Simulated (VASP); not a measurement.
Input of a VASP 6.6.1 run:

Contents of INCAR:

```
ALGO = Normal ; EDIFF = 1E-6
ENCUT = 600 ; GGA = PS
GGA_COMPAT = F ; ISIF = 2
ISMEAR = 0 ; LASPH = T
LCHARG = T ; LELF = T
LREAL = F ; LVHAR = T
LWAVE = F ; NBANDS = 11
NELM = 120 ; PREC = Accurate
SIGMA = 0.01
```

Contents of KPOINTS:

```
k-points
0
Gamma
  10 10 10
```

File POSCAR:

```
BN
1.0
    0.0000000000      1.8025484886      1.8025484886
    1.8025484886      0.0000000000      1.8025484886
    1.8025484886      1.8025484886      0.0000000000
B N
1 1
Direct
    0.0000000000      0.0000000000      0.0000000000
    0.2500000000      0.2500000000      0.2500000000
```

Potentials or basis: VASP PAW PBE potentials, release 64 (B, N).

Run with:

```bash
$ cat potpaw_PBE.64/B/POTCAR potpaw_PBE.64/N/POTCAR > POTCAR
$ mpirun -np 1 vasp_std > vasp.out
```

(1) Predict the pressure.

(2) What does it give for the band gap on the k mesh?

Results:

(1) 0.5 GPa.

(2) 4.29 eV (least direct gap 8.80 eV).

Caveat: the PAW data sets were made with another functional, which shifts forces and pressure a little.
